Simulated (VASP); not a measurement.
# BaCaF4 (P4/mmm) in VASP: settings compared, part 2 of 2

VASP 6.6.1.

## Step 3: Single point, r2SCAN

The input, POSCAR:

```
BaCaF4
1.0
    4.0706561968      0.0000000000      0.0000000000
    0.0000000000      4.0706561968      0.0000000000
    0.0000000000      0.0000000000      5.9647002897
Ca F Ba
1 4 1
Direct
    0.0000000000      0.0000000000      0.0000000000
    0.0000000000      0.5000000000      0.7772761517
    0.0000000000      0.5000000000      0.2227238483
    0.5000000000      0.0000000000      0.2227238483
    0.5000000000      0.0000000000      0.7772761517
    0.5000000000      0.5000000000      0.5000000000
```

The input, INCAR.step1:

```
SYSTEM = BaCaF4
PREC = Accurate
ENCUT = 520
ISMEAR = 0
SIGMA = 0.01
LREAL = .False.
LASPH = .True.
NELM = 60
NBANDS = 33
GGA = PE
ALGO = Normal
EDIFF = 1E-4
LWAVE = .True.
LCHARG = .False.
```

The input, INCAR.step2:

```
SYSTEM = BaCaF4
PREC = Accurate
ENCUT = 520
EDIFF = 1E-6
ISMEAR = 0
SIGMA = 0.01
LREAL = .False.
LASPH = .True.
NELM = 60
ALGO = Normal
ISIF = 2
LWAVE = .False.
LCHARG = .True.
METAGGA = R2SCAN
LMIXTAU = .True.
LELF = .True.
LVHAR = .True.
NBANDS = 33
ISTART = 1
```

The input, KPOINTS:

```
regular mesh
0
Gamma
  6 6 4
  0 0 0
```

Potentials or basis: VASP PAW PBE potentials, release 64 (Ca_sv, F, Ba_sv).

The run is started by

```bash
> cat potpaw_PBE.64/Ca_sv/POTCAR potpaw_PBE.64/F/POTCAR potpaw_PBE.64/Ba_sv/POTCAR > POTCAR
> cp INCAR.step1 INCAR
> mpirun -np 1 vasp_std > vasp.out
> cp INCAR.step2 INCAR
> mpirun -np 1 vasp_std > vasp.out
```

OUTCAR:

```text
SYSTEM = BaCaF4
   PREC = Accurate
   ENCUT = 520
   EDIFF = 1E-6
   ISMEAR = 0
   LREAL = .False.
   LASPH = .True.
   NELM = 60
   ISIF = 2
   METAGGA = R2SCAN
   ISTART = 1

 ion  position               nearest neighbor table
   1  0.000  0.000  0.000-   2 2.43   3 2.43   4 2.43   5 2.43   2 2.43   3 2.43   4 2.43   5 2.43

   2  0.000  0.500  0.777-   1 2.43   1 2.43   6 2.62   6 2.62
   3  0.000  0.500  0.223-   1 2.43   1 2.43   6 2.62   6 2.62
   4  0.500  0.000  0.223-   1 2.43   1 2.43   6 2.62   6 2.62
   5  0.500  0.000  0.777-   1 2.43   1 2.43   6 2.62   6 2.62
   6  0.500  0.500  0.500-   2 2.62   3 2.62   4 2.62   5 2.62   4 2.62   5 2.62   2 2.62   3 2.62

  LATTYP: Found a simple tetragonal cell.
 ALAT       =     4.0706561968
 C/A-ratio  =     1.4652920810

  Lattice vectors:

 A1 = (   4.0706561968,   0.0000000000,   0.0000000000)
 A2 = (   0.0000000000,   4.0706561968,   0.0000000000)
 A3 = (   0.0000000000,   0.0000000000,   5.9647002897)

Analysis of symmetry for initial positions (statically):
=====================================================================
[... 176 lines left out ...]
  free energy    TOTEN  =       -70.60990936 eV

  energy without entropy =      -70.60990936  energy(sigma->0) =      -70.60990936

 E-fermi :  -1.7129     XC(G=0):  -9.7492

 val. band max:       -1.8444759297   @ k =   0.3333   0.3333   0.5000
 cond. band min:       4.8731998956   @ k =   0.0000   0.0000   0.0000
 fundamental gap:      6.7176758253
 Fermi energy:        -1.7129156745

 k-point     1 :       0.0000    0.0000    0.0000
  band No.  band energies     occupation
      1     -39.6055      2.00000
      2     -25.5464      2.00000
      3     -22.8464      2.00000
      4     -22.4280      2.00000
      5     -22.4076      2.00000
      6     -22.2163      2.00000
[... 853 lines left out ...]
     32       9.3143      0.00000
     33       9.3205      0.00000

 [... further k-points ...]
[... 5 lines left out ...]
  --------------------------------------------------------------------------------------
  -------------------------------------------------------------------------------------
  Total        0.5642941      0.5642941      0.6404142      0.0000000      0.0000000      0.0000000
  in kB        9.1474204      9.1474204     10.3813555      0.0000000      0.0000000      0.0000000
  external PRESSURE =       9.5587321 kB  Pullay stress =       0.0000000 kB

 VOLUME and BASIS-vectors are now :
 -----------------------------------------------------------------------------
  energy-cutoff  :      520.00
  volume of cell :       98.84
      direct lattice vectors                 reciprocal lattice vectors
     4.070656197  0.000000000  0.000000000     0.245660638  0.000000000  0.000000000
     0.000000000  4.070656197  0.000000000     0.000000000  0.245660638  0.000000000
     0.000000000  0.000000000  5.964700290     0.000000000  0.000000000  0.167653017

 POSITION                                       TOTAL-FORCE (eV/Angst)
 -----------------------------------------------------------------------------------
      0.00000      0.00000      0.00000        -0.000000     -0.000000     -0.000000
      0.00000      2.03533      4.63622         0.000000     -0.000000      0.057553
      0.00000      2.03533      1.32848        -0.000000     -0.000000     -0.057553
      2.03533      0.00000      1.32848        -0.000000      0.000000     -0.057553
      2.03533      0.00000      4.63622        -0.000000     -0.000000      0.057553
      2.03533      2.03533      2.98235        -0.000000     -0.000000     -0.000000
 -----------------------------------------------------------------------------------
    total drift:                                0.000000     -0.000000      0.000000

  FREE ENERGIE OF THE ION-ELECTRON SYSTEM (eV)
  ---------------------------------------------------
  free  energy   TOTEN  =       -70.6099093592 eV

  energy  without entropy=      -70.6099093592  energy(sigma->0) =      -70.60990936
```

OSZICAR.step1:

```text
N       E                     dE             d eps       ncg     rms          rms(c)
DAV:   1     0.418246810691E+03    0.41825E+03   -0.25526E+04  1980   0.141E+03
DAV:   2    -0.992676813402E+01   -0.42817E+03   -0.41105E+03  2629   0.359E+02
DAV:   3    -0.358576488131E+02   -0.25931E+02   -0.25787E+02  2424   0.937E+01
DAV:   4    -0.371465320685E+02   -0.12889E+01   -0.12878E+01  3381   0.155E+01
DAV:   5    -0.371524819997E+02   -0.59499E-02   -0.59495E-02  2383   0.127E+00    0.121E+01
DAV:   6    -0.339789335275E+02    0.31735E+01   -0.13812E+01  2292   0.217E+01    0.578E+00
DAV:   7    -0.340073534654E+02   -0.28420E-01   -0.81718E-01  2670   0.500E+00    0.304E+00
DAV:   8    -0.340375661675E+02   -0.30213E-01   -0.10766E-01  2337   0.263E+00    0.560E-01
DAV:   9    -0.340511779105E+02   -0.13612E-01   -0.35501E-02  2395   0.112E+00    0.188E-01
DAV:  10    -0.340553037582E+02   -0.41258E-02   -0.54646E-03  2306   0.454E-01    0.439E-02
DAV:  11    -0.340554513563E+02   -0.14760E-03   -0.39352E-04  2485   0.108E-01    0.350E-02
DAV:  12    -0.340554774219E+02   -0.26066E-04   -0.76498E-05  1488   0.642E-02
   1 F= -.34055477E+02 E0= -.34055477E+02  d E =-.310951E-47
```

Wall time 3.3 min (1 thread of Intel Xeon Platinum 8488C (Sapphire Rapids), shared host); peak memory 0.26 GiB.

What came out:

```
Free energy            : -70.6099 eV
Pressure               : 1.0 GPa
Largest force          : 0.058 eV/Å
Band gap on the k mesh : 6.72 eV, indirect (least direct gap 6.98 eV)
```

Forces in eV/Å, atoms in the order of the input:
```
Ca   0.000  0.000  0.000
F    0.000  0.000  0.058
F    0.000  0.000 -0.058
F    0.000  0.000 -0.058
F    0.000  0.000  0.058
Ba   0.000  0.000  0.000
```

Stress tensor (GPa, compression positive):
```
0.91 0.00 0.00
0.00 0.91 0.00
0.00 0.00 1.04
```

Levels at points of the mesh, in eV from the valence-band top:
```tsv
k point	band 20	band 21	band 22	band 23	band 24	band 25	band 26	band 27	band 28	band 29
(0.00, 0.00, 0.00)	-0.49	-0.31	-0.31	-0.29	-0.26	6.72	8.40	9.42	9.52	9.70
(0.50, 0.00, 0.00)	-1.10	-0.69	-0.66	-0.49	-0.01	8.46	9.32	9.67	9.67	9.79
(0.50, 0.50, 0.00)	-0.60	-0.49	-0.39	-0.27	-0.15	6.89	8.90	9.84	9.84	10.27
(0.00, 0.00, 0.50)	-0.94	-0.47	-0.47	-0.18	-0.18	7.30	9.16	9.60	9.87	10.20
(0.50, 0.00, 0.50)	-1.01	-0.79	-0.40	-0.39	-0.12	9.32	9.35	9.69	9.73	9.79
(0.50, 0.50, 0.50)	-0.30	-0.28	-0.27	-0.18	-0.18	7.14	9.03	9.65	10.18	10.18
```

Caveat: the PAW data sets were made with another functional, which shifts forces and pressure a little; spin-orbit coupling is left out, which moves the levels of the heavy elements.

## Step 4: Relaxation of cell and atoms, PBE

This run uses another cell than the first one, of 16.34 Å³/atom, 0.992 times its volume.

The input, INCAR:

```
SYSTEM = BaCaF4
PREC = Accurate ; ENCUT = 600
EDIFF = 1E-6 ; ISMEAR = -1
SIGMA = 0.02 ; LREAL = .False.
LASPH = .True. ; NELM = 80
ALGO = Normal ; ISIF = 3
LWAVE = .False. ; LCHARG = .False.
GGA = PE ; IBRION = 2
NSW = 80 ; EDIFFG = -0.005
```

KPOINTS is that of step 3.

The input, POSCAR:

```
BaCaF4
1.0
    4.1078701000      0.0000000000      0.0000000000
    0.0000000000      4.1078701000      0.0000000000
    0.0000000000      0.0000000000      5.8094056100
Ca F Ba
1 4 1
Direct
    0.0000000000      0.0000000000      0.0000000000
    0.0000000000      0.5000000000      0.7500000000
    0.0000000000      0.5000000000      0.2500000000
    0.5000000000      0.0000000000      0.2500000000
    0.5000000000      0.0000000000      0.7500000000
    0.5000000000      0.5000000000      0.5000000000
```

The run is started by

```bash
> cat potpaw_PBE.64/Ca_sv/POTCAR potpaw_PBE.64/F/POTCAR potpaw_PBE.64/Ba_sv/POTCAR > POTCAR
> mpirun -np 1 vasp_std > vasp.out
```

It took 7.2 min on 1 thread of Intel Xeon Platinum 8488C (Sapphire Rapids), shared host; peak memory 0.32 GiB.

It converged, with:

* Free energy: -34.1023 eV
* Relaxed volume: 17.21 Å³/atom
* Relaxed cell: a = 4.139 Å, b = 4.139 Å, c = 6.029 Å, α = 90.00°, β = 90.00°, γ = 90.00°
* Space group after relaxing (to 0.05 Å): P4/mmm (No. 123)
* Energy gained by relaxing: 90.8 meV/atom
* Ionic steps: 15
* Pressure after relaxing: 0.0 GPa
* Largest force after relaxing: 0.003 eV/Å
* Band gap on the k mesh: 6.14 eV, indirect (least direct gap 6.35 eV)

Forces in eV/Å, atoms in the order of the input:
```
Ca   0.000  0.000  0.000
F    0.000  0.000 -0.003
F    0.000  0.000  0.003
F    0.000  0.000  0.003
F    0.000  0.000 -0.003
Ba   0.000  0.000  0.000
```

Step by step:
```
step  energy change (eV)  largest force (eV/Å)  pressure (GPa)  volume (Å³)
   1              0.0000                1.4812            6.66        98.03
   2             -0.4156                0.5541           -1.65       107.99
   3             -0.4178                0.4968           -2.11       108.77
   4             -0.4992                0.2983           -1.22       106.28
   5             -0.5396                0.0204            0.31       102.90
   6             -0.5397                0.0021            0.20       103.11
   7             -0.5435                0.0107           -0.01       103.37
   8             -0.5443                0.0185           -0.13       103.51
   9             -0.5444                0.0202           -0.18       103.55
  10             -0.5446                0.0038            0.07       103.16
  11             -0.5446                0.0073            0.02       103.25
  12             -0.5446                0.0077            0.02       103.26
  13             -0.5446                0.0083            0.01       103.27
  14             -0.5446                0.0081            0.00       103.27
  15             -0.5446                0.0033            0.00       103.29
```

Final structure:
```
Ca F Ba
1.0
     4.13907    0.00000    0.00000
     0.00000    4.13907    0.00000
     0.00000    0.00000    6.02888
Ca F Ba
1 4 1
Direct
  0.00000 0.00000 0.00000
  0.00000 0.50000 0.77625
  0.00000 0.50000 0.22375
  0.50000 0.00000 0.22375
  0.50000 0.00000 0.77625
  0.50000 0.50000 0.50000
```

Levels at points of the mesh, in eV from the valence-band top:
```
           k point  band 20  band 21  band 22  band 23  band 24  band 25  band 26  band 27  band 28
(0.00, 0.00, 0.00)    -0.43    -0.26    -0.26    -0.22    -0.21     6.14     7.67     8.48     8.59
(0.50, 0.00, 0.00)    -1.00    -0.60    -0.60    -0.41    -0.02     7.79     8.55     8.79     8.86
(0.50, 0.50, 0.00)    -0.52    -0.50    -0.33    -0.21    -0.11     6.50     8.11     8.72     8.72
(0.00, 0.00, 0.50)    -0.86    -0.41    -0.41    -0.14    -0.14     6.84     8.23     8.66     8.85
(0.50, 0.00, 0.50)    -0.92    -0.75    -0.38    -0.35    -0.13     8.39     8.45     8.79     9.17
(0.50, 0.50, 0.50)    -0.24    -0.22    -0.22    -0.19    -0.19     6.77     8.22     8.68     9.03
```

Caveat: spin-orbit coupling is left out, which moves the levels of the heavy elements.

## Step 5: The runs side by side

```csv
task,level,cell,cutoff (eV),smearing,gap on the mesh (eV),pressure (GPa),largest force (eV/Å)
single point,r2SCAN,"a = 4.071, b = 4.071, c = 5.965 Å, 6 atoms",520,fermi-dirac 0.02 eV,6.72,1.0,0.06
single point,r2SCAN,"a = 4.071, b = 4.071, c = 5.965 Å, 6 atoms",520,gaussian 0.01 eV,6.72,1.0,0.06
relaxation of cell and atoms,PBE,"relaxed from a = 4.108, b = 4.108, c = 5.809 Å, 6 atoms",600,fermi-dirac 0.02 eV,6.14,0.0,-
```

Alike in all rows: potentials or basis VASP PAW PBE potentials, release 64 (Ca_sv, F, Ba_sv); no spin polarisation; k mesh 6 × 6 × 4.

Caveats: spin-orbit coupling is left out, which moves the levels of the heavy elements; the PAW data sets were made with another functional, which shifts forces and pressure a little (some runs).

Total energies depend on the potentials used, so only differences within one code and one set of settings carry meaning.
